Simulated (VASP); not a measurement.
# ZnS (Cm) in VASP: notebook

Runs on ZnS. Level: r2SCAN. Tasks: single point.

All numbers are computed with VASP 6.6.1; they aren't measurements. Logs are shortened: lines on timing, memory, paths and dates and some standing lists are left out, and cuts for length are marked.

## 1. The cell of the first run

Symmetry: Cm, No. 8, monoclinic system. Conventional cell: a = 6.601 Å, b = 3.811 Å, c = 6.234 Å, α = 90.00°, β = 90.00°, γ = 90.00°. Within 2.8 Å of Zn (site symmetry m) lie 4 S at 2.14 to 2.44 Å. Zn (site symmetry m) has 4 S at 2.24 to 2.54 Å within 3.0 Å. S (site symmetry m) has 4 Zn at 2.24 to 2.54 Å within 3.0 Å. S (site symmetry m) has 4 Zn at 2.14 to 2.44 Å within 2.8 Å.

## 2. Single point, r2SCAN

POSCAR

```
ZnS
1.0
    3.8109987816      0.0000000000      0.0000000000
   -1.9054993908      3.3004217586      0.0000000000
    0.0000000000      0.0000000000      6.2340000000
Zn S
2 2
Direct
    0.3333333333      0.6666666667      0.0000000000
    0.6666666667      0.3333333333      0.5000000000
    0.3981525123      0.6990762561      0.3738186916
    0.7314858456      0.3657429228      0.8738186916
```

INCAR.step1

```
PREC = Accurate
ENCUT = 520
ISMEAR = 0
SIGMA = 0.05
LREAL = False
LASPH = True
NELM = 100
NBANDS = 26
GGA = PE
ALGO = Normal
EDIFF = 1E-4
LWAVE = True
LCHARG = False
```

INCAR.step2

```
PREC = Accurate
ENCUT = 520
EDIFF = 1E-6
ISMEAR = 0
SIGMA = 0.05
LREAL = False
LASPH = True
NELM = 100
ALGO = Normal
ISIF = 2
LWAVE = False
LCHARG = True
METAGGA = R2SCAN
LMIXTAU = True
LELF = True
LVHAR = True
NBANDS = 26
ISTART = 1
```

KPOINTS

```
Automatic mesh
0
Gamma
  6 6 4
```

Potentials or basis: VASP PAW PBE potentials, release 64 (Zn, S).

Run with:

```bash
$ cat potpaw_PBE.64/Zn/POTCAR potpaw_PBE.64/S/POTCAR > POTCAR
$ cp INCAR.step1 INCAR
$ mpirun -np 1 vasp_std > vasp.out
$ cp INCAR.step2 INCAR
$ mpirun -np 1 vasp_std > vasp.out
```

OUTCAR:

```text
PREC = Accurate
   ENCUT = 520
   EDIFF = 1E-6
   ISMEAR = 0
   LREAL = False
   LASPH = True
   NELM = 100
   ISIF = 2
   METAGGA = R2SCAN
   ISTART = 1

 ion  position               nearest neighbor table
   1  0.333  0.667  0.000-   4 2.14   3 2.34   4 2.44   4 2.44
   2  0.667  0.333  0.500-   3 2.24   3 2.24   4 2.34   3 2.54
   3  0.398  0.699  0.374-   2 2.24   2 2.24   1 2.34   2 2.54
   4  0.731  0.366  0.874-   1 2.14   2 2.34   1 2.44   1 2.44

  LATTYP: Found a hexagonal cell.
 ALAT       =     3.8109987816
 C/A-ratio  =     1.6357916539

  Lattice vectors:

 A1 = (   3.8109987816,   0.0000000000,   0.0000000000)
 A2 = (  -1.9054993908,   3.3004217586,   0.0000000000)
 A3 = (   0.0000000000,   0.0000000000,   6.2340000000)

Analysis of symmetry for initial positions (statically):
=====================================================================
 Subroutine PRICEL returns:
 Original cell was already a primitive cell.

 Routine SETGRP: Setting up the symmetry group for a
 hexagonal supercell.

 Subroutine GETGRP returns: Found  2 space group operations
 (whereof  2 operations were pure point group operations)
 out of a pool of 24 trial point group operations.

The static configuration has the point symmetry C_1h.

Analysis of symmetry for dynamics (positions and initial velocities):
=====================================================================
 Subroutine PRICEL returns:
 Original cell was already a primitive cell.

 Routine SETGRP: Setting up the symmetry group for a
 hexagonal supercell.

 Subroutine GETGRP returns: Found  2 space group operations
 (whereof  2 operations were pure point group operations)
 out of a pool of 24 trial point group operations.

The dynamic configuration has the point symmetry C_1h.

 Subroutine INISYM returns: Found  2 space group operations
 (whereof  2 operations are pure point group operations),
 and found     1 'primitive' translations

----------------------------------------------------------------------------------------

                                     Primitive cell

  volume of cell :      78.4106

  direct lattice vectors                    reciprocal lattice vectors
     3.810998782  0.000000000  0.000000000     0.262398405  0.151495789  0.000000000
    -1.905499391  3.300421759  0.000000000     0.000000000  0.302991579  0.000000000
[... 82 lines left out ...]
   ICHARG =      0    charge: 1-file 2-atom 10-const
   ISPIN  =      1    spin polarized calculation?
   LNONCOLLINEAR =      F non collinear calculations
   LSORBIT =      F    spin-orbit coupling
   LASPH  =      T    aspherical Exc in radial PAW
   ENCUT  =  520.0 eV  38.22 Ry    6.18 a.u.   7.09  7.09 11.59*2*pi/ulx,y,z
   NELM   =    100;   NELMIN=  2; NELMDL=  0     # of ELM steps
   EDIFF  = 0.1E-05   stopping-criterion for ELM
   LREAL  =      F    real-space projection
   EDIFFG = 0.1E-04   stopping-criterion for IOM
   NSW    =      0    number of steps for IOM
   IBRION =     -1    ionic relax: 0-MD 1-quasi-New 2-CG
   NFREE  =      0    steps in history (QN), initial steepest desc. (CG)
   ISIF   =      2    stress and relaxation
   ISYM   =      2    0-nonsym 1-usesym 2-fastsym
   POTIM  = 0.5000    time-step for ionic-motion
   TEBEG  =    0.0;   TEEND  =   0.0 temperature during run
   PSTRESS=    0.0 pullay stress
   NELECT =      36.0000    total number of electrons
   NUPDOWN=      -1.0000    fix difference up-down
   EMIN   =  10.00;   EMAX   =-10.00  energy-range for DOS
   EFERMI =   0.00;   METHOD = LEGACY
   ISMEAR =     0;   SIGMA  =   0.05  broadening in eV -4-tet -1-fermi 0-gaus
   EFERMI_NEDOS =   21; number of points for ismear=-14 and -15
   IALGO  =     38    algorithm
   IMIX   =      4    mixing-type and parameters
     AMIX     =   0.40;   BMIX     =  1.00
     AMIX_MAG =   1.60;   BMIX_MAG =  1.00
  volume/ion in A,a.u.               =      19.60       132.29
  Fermi-wavevector in a.u.,A,eV,Ry     =   1.262944  2.386617 21.701656  1.595027
  Thomas-Fermi vector in A             =   2.396326
   LORBIT       =      0    0 simple, 1 ext, 2 COOP (PROOUT), +10 PAW based schemes
   METAGGA = R2SCAN    functional components
   LHFCALC =     F    Hartree Fock is set to
   AEXX    =    0.0000 exact exchange contribution
   IVDW    =     0    specifies the selected vdW correction
   LEPSILON=     F    determine dielectric tensor
   LRPA    =     F    only Hartree local field effects (RPA)
 non-spin polarized calculation
 Gauss-broadening in eV      SIGMA  =   0.05
  energy-cutoff  :      520.00
  volume of cell :       78.41
 maximum number of plane-waves:      2133
   NGX = 15   NGY = 15   NGZ = 23

 number of electron      35.9999976 magnetization

 Free energy of the ion-electron system (eV)
  ---------------------------------------------------
  ext. energy  EPLUGINS =         0.00000000
  ---------------------------------------------------
  free energy    TOTEN  =       -37.43844825 eV

  energy without entropy =      -37.43844825  energy(sigma->0) =      -37.43844825

 E-fermi :   2.1964     XC(G=0): -10.3037

 val. band max:        1.9732066145   @ k =   0.0000   0.0000   0.0000
 cond. band min:       4.7148873213   @ k =   0.0000   0.0000   0.0000
 fundamental gap:      2.7416807068
 Fermi energy:         2.1963540847

 k-point     1 :       0.0000    0.0000    0.0000
  band No.  band energies     occupation
      1     -11.8797      2.00000
      2     -10.9182      2.00000
      3      -4.8299      2.00000
      4      -4.7349      2.00000
      5      -4.6938      2.00000
      6      -4.5614      2.00000
[... 685 lines left out ...]
     25      12.3863      0.00000
     26      13.3843      0.00000

 [... further k-points ...]
[... 5 lines left out ...]
  --------------------------------------------------------------------------------------
  -------------------------------------------------------------------------------------
  Total        1.3210405      0.7556567      0.3390173      0.4896367      0.8396978      1.4544299
  in kB       26.9930312     15.4404542      6.9271944     10.0048252     17.1576802     29.7185991
  external PRESSURE =      16.4535599 kB  Pullay stress =       0.0000000 kB

 VOLUME and BASIS-vectors are now :
 -----------------------------------------------------------------------------
  energy-cutoff  :      520.00
  volume of cell :       78.41
      direct lattice vectors                 reciprocal lattice vectors
     3.810998782  0.000000000  0.000000000     0.262398405  0.151495789  0.000000000
    -1.905499391  3.300421759  0.000000000     0.000000000  0.302991579  0.000000000
     0.000000000  0.000000000  6.234000000     0.000000000  0.000000000  0.160410651

 POSITION                                       TOTAL-FORCE (eV/Angst)
 -----------------------------------------------------------------------------------
     -0.00000      2.20028      0.00000         1.567756      0.905144      0.353369
      1.90550      1.10014      3.11700         0.800030      0.461898      0.214776
      0.18527      2.30725      2.33039        -0.768048     -0.443433     -0.223152
      2.09077      1.20711      5.44739        -1.599739     -0.923609     -0.344993
 -----------------------------------------------------------------------------------
    total drift:                               -0.005595     -0.003009     -0.014089

  FREE ENERGIE OF THE ION-ELECTRON SYSTEM (eV)
  ---------------------------------------------------
  free  energy   TOTEN  =       -37.4384482460 eV

  energy  without entropy=      -37.4384482460  energy(sigma->0) =      -37.43844825
```

OUTCAR.step1:

```text
PREC = Accurate
   ENCUT = 520
   ISMEAR = 0
   LREAL = False
   LASPH = True
[... 924 lines left out ...]
     -0.00000      2.20028      0.00000         1.574749      0.909182      0.349486
      1.90550      1.10014      3.11700         0.811507      0.468524      0.215903
      0.18527      2.30725      2.33039        -0.782498     -0.451775     -0.223586
      2.09077      1.20711      5.44739        -1.603758     -0.925930     -0.341804
 -----------------------------------------------------------------------------------
    total drift:                                0.003489      0.002011     -0.000193

  FREE ENERGIE OF THE ION-ELECTRON SYSTEM (eV)
  ---------------------------------------------------
  free  energy   TOTEN  =       -13.3879876824 eV

  energy  without entropy=      -13.3879876824  energy(sigma->0) =      -13.38798768
```

OSZICAR.step1:

```text
N       E                     dE             d eps       ncg     rms          rms(c)
DAV:   1     0.246766576391E+03    0.24677E+03   -0.17048E+04  2444   0.168E+03
DAV:   2     0.107552803671E+02   -0.23601E+03   -0.22535E+03  2524   0.352E+02
DAV:   3    -0.136973325299E+02   -0.24453E+02   -0.24207E+02  2918   0.113E+02
DAV:   4    -0.142946003935E+02   -0.59727E+00   -0.59595E+00  2920   0.177E+01
DAV:   5    -0.143036535981E+02   -0.90532E-02   -0.90511E-02  2964   0.215E+00    0.103E+01
DAV:   6    -0.134006199465E+02    0.90303E+00   -0.17569E+00  3674   0.387E+01    0.788E+00
DAV:   7    -0.133946823272E+02    0.59376E-02   -0.13273E+00  2578   0.687E+00    0.357E+00
DAV:   8    -0.133872885699E+02    0.73938E-02   -0.37717E-02  3014   0.180E+00    0.104E+00
DAV:   9    -0.133876331865E+02   -0.34462E-03   -0.98190E-03  3290   0.133E+00    0.240E-01
DAV:  10    -0.133877756171E+02   -0.14243E-03   -0.61874E-04  2900   0.440E-01    0.102E-01
DAV:  11    -0.133879803070E+02   -0.20469E-03   -0.25985E-04  2186   0.269E-01    0.584E-02
DAV:  12    -0.133879876824E+02   -0.73754E-05   -0.50568E-05  1354   0.195E-01
   1 F= -.13387988E+02 E0= -.13387988E+02  d E =-.497757E-16
```

It took 2 min on 1 thread of Intel Xeon 6975P-C (Granite Rapids), shared host; peak memory 0.25 GiB.

Results:

| Property | Result |
| --- | --- |
| Free energy | -37.4384 eV |
| Pressure | 1.6 GPa |
| Largest force | 1.879 eV/Å |
| Band gap on the k mesh | 2.74 eV, direct |

Forces on the atoms (eV/Å):
```
Zn   1.568  0.905  0.353
Zn   0.800  0.462  0.215
S   -0.768 -0.443 -0.223
S   -1.600 -0.924 -0.345
```

Caveat: the cell differs from its parent crystal (all S atoms moved -0.225 Å, as atom 3 towards its neighbour atom 2 (Zn) at 2.314 Å); the PAW data sets were made with another functional, which shifts forces and pressure a little.

## 3. Single point, r2SCAN

POSCAR: that of step 2 with these lines changed.

```diff
@@ -10,3 +10,3 @@
     0.6666666667      0.3333333333      0.5000000000
-    0.3981525123      0.6990762561      0.3738186916
-    0.7314858456      0.3657429228      0.8738186916
+    0.2901205474      0.6450602737      0.3924542056
+    0.6234538807      0.3117269403      0.8924542056
```

INCAR.step1

```
SYSTEM = ZnS
PREC = Accurate
ENCUT = 520
ISMEAR = 0
SIGMA = 0.05
LREAL = .FALSE.
LASPH = .TRUE.
NELM = 100
NBANDS = 26
GGA = PE
ALGO = Normal
EDIFF = 1E-4
LWAVE = .TRUE.
LCHARG = .FALSE.
```

INCAR.step2

```
SYSTEM = ZnS
PREC = Accurate
ENCUT = 520
EDIFF = 1E-7
ISMEAR = 0
SIGMA = 0.05
LREAL = .FALSE.
LASPH = .TRUE.
NELM = 100
ALGO = Normal
ISIF = 2
LWAVE = .FALSE.
LCHARG = .FALSE.
METAGGA = R2SCAN
LMIXTAU = .TRUE.
NBANDS = 26
ISTART = 1
```

KPOINTS

```
regular mesh
0
G
  6 6 4
  0 0 0
```

Potentials or basis: VASP PAW PBE potentials, release 64 (Zn, S).

Run with:

```bash
$ cat potpaw_PBE.64/Zn/POTCAR potpaw_PBE.64/S/POTCAR > POTCAR
$ cp INCAR.step1 INCAR
$ mpirun -np 1 vasp_std > vasp.out
$ cp INCAR.step2 INCAR
$ mpirun -np 1 vasp_std > vasp.out
```

OUTCAR:

```text
SYSTEM = ZnS
   PREC = Accurate
   ENCUT = 520
   EDIFF = 1E-7
   ISMEAR = 0
   LREAL = .FALSE.
   LASPH = .TRUE.
   NELM = 100
   ISIF = 2
   METAGGA = R2SCAN
   ISTART = 1

 ion  position               nearest neighbor table
   1  0.333  0.667  0.000-   4 2.24   4 2.24   4 2.44   3 2.45
   2  0.667  0.333  0.500-   3 2.16   3 2.37   3 2.37   4 2.45
   3  0.290  0.645  0.392-   2 2.16   2 2.37   2 2.37   1 2.45
   4  0.623  0.312  0.892-   1 2.24   1 2.24   1 2.44   2 2.45

  LATTYP: Found a hexagonal cell.
 ALAT       =     3.8109987816
 C/A-ratio  =     1.6357916539

  Lattice vectors:

 A1 = (   3.8109987816,   0.0000000000,   0.0000000000)
 A2 = (  -1.9054993908,   3.3004217586,   0.0000000000)
 A3 = (   0.0000000000,   0.0000000000,   6.2340000000)

Analysis of symmetry for initial positions (statically):
=====================================================================
 Subroutine PRICEL returns:
 Original cell was already a primitive cell.

 Routine SETGRP: Setting up the symmetry group for a
 hexagonal supercell.

 Subroutine GETGRP returns: Found  2 space group operations
[... 163 lines left out ...]
  ext. energy  EPLUGINS =         0.00000000
  ---------------------------------------------------
  free energy    TOTEN  =       -37.50656002 eV

  energy without entropy =      -37.50656002  energy(sigma->0) =      -37.50656002

 E-fermi :   2.2195     XC(G=0): -10.3022

 val. band max:        1.9406236363   @ k =   0.0000   0.0000   0.0000
 cond. band min:       4.7365641350   @ k =   0.0000   0.0000   0.0000
 fundamental gap:      2.7959404987
 Fermi energy:         2.2195342148

 k-point     1 :       0.0000    0.0000    0.0000
  band No.  band energies     occupation
      1     -11.8725      2.00000
      2     -10.9541      2.00000
      3      -4.7849      2.00000
      4      -4.7589      2.00000
      5      -4.6427      2.00000
      6      -4.6283      2.00000
[... 685 lines left out ...]
     25      12.3528      0.00000
     26      13.5091      0.00000

 [... further k-points ...]
[... 5 lines left out ...]
  --------------------------------------------------------------------------------------
  -------------------------------------------------------------------------------------
  Total        1.5053547      1.2061907     -0.7233521      0.2590836     -0.5599279     -0.9698369
  in kB       30.7591535     24.6462878    -14.7803689      5.2938970    -11.4410969    -19.8168319
  external PRESSURE =      13.5416908 kB  Pullay stress =       0.0000000 kB

 VOLUME and BASIS-vectors are now :
 -----------------------------------------------------------------------------
  energy-cutoff  :      520.00
  volume of cell :       78.41
      direct lattice vectors                 reciprocal lattice vectors
     3.810998782  0.000000000  0.000000000     0.262398405  0.151495789  0.000000000
    -1.905499391  3.300421759  0.000000000     0.000000000  0.302991579  0.000000000
     0.000000000  0.000000000  6.234000000     0.000000000  0.000000000  0.160410651

 POSITION                                       TOTAL-FORCE (eV/Angst)
 -----------------------------------------------------------------------------------
     -0.00000      2.20028      0.00000        -0.740556     -0.427560      0.607367
      1.90550      1.10014      3.11700        -1.163619     -0.671816      0.649461
     -0.12351      2.12897      2.44656         1.175335      0.678580     -0.647389
      1.78199      1.02883      5.56356         0.728840      0.420796     -0.609438
 -----------------------------------------------------------------------------------
    total drift:                                0.011643      0.006552      0.008119

  FREE ENERGIE OF THE ION-ELECTRON SYSTEM (eV)
  ---------------------------------------------------
  free  energy   TOTEN  =       -37.5065600222 eV

  energy  without entropy=      -37.5065600222  energy(sigma->0) =      -37.50656002
```

OSZICAR.step1:

```text
N       E                     dE             d eps       ncg     rms          rms(c)
DAV:   1     0.246338586679E+03    0.24634E+03   -0.17040E+04  2444   0.168E+03
DAV:   2     0.103645925046E+02   -0.23597E+03   -0.22586E+03  2540   0.352E+02
DAV:   3    -0.137714195344E+02   -0.24136E+02   -0.23898E+02  2906   0.112E+02
DAV:   4    -0.143460587038E+02   -0.57464E+00   -0.57346E+00  2828   0.175E+01
DAV:   5    -0.143550465252E+02   -0.89878E-02   -0.89853E-02  2990   0.214E+00    0.102E+01
DAV:   6    -0.134686506084E+02    0.88640E+00   -0.17343E+00  3714   0.382E+01    0.784E+00
DAV:   7    -0.134628148754E+02    0.58357E-02   -0.12934E+00  2576   0.678E+00    0.353E+00
DAV:   8    -0.134559403020E+02    0.68746E-02   -0.36123E-02  3018   0.171E+00    0.101E+00
DAV:   9    -0.134563507238E+02   -0.41042E-03   -0.95666E-03  3286   0.127E+00    0.237E-01
DAV:  10    -0.134564953629E+02   -0.14464E-03   -0.60681E-04  2824   0.351E-01    0.955E-02
DAV:  11    -0.134567085059E+02   -0.21314E-03   -0.30776E-04  2242   0.153E-01    0.598E-02
DAV:  12    -0.134567089076E+02   -0.40171E-06   -0.25551E-05  1400   0.940E-02
   1 F= -.13456709E+02 E0= -.13456709E+02  d E =-.275681E-12
```

Run time: 2.6 min. Hardware: 1 thread of Intel Xeon 6975P-C (Granite Rapids), shared host; peak memory 0.25 GiB.

What came out:

- Free energy: -37.5066 eV
- Pressure: 1.4 GPa
- Largest force: 1.504 eV/Å
- Band gap on the k mesh: 2.80 eV, direct

Forces on the atoms (eV/Å):
```
Zn  -0.741 -0.428  0.607
Zn  -1.164 -0.672  0.649
S    1.175  0.679 -0.647
S    0.729  0.421 -0.609
```

Caveat: the cell differs from its parent crystal (all S atoms moved +0.150 Å, as atom 3 towards its neighbour atom 2 (Zn) at 2.314 Å); the PAW data sets were made with another functional, which shifts forces and pressure a little.
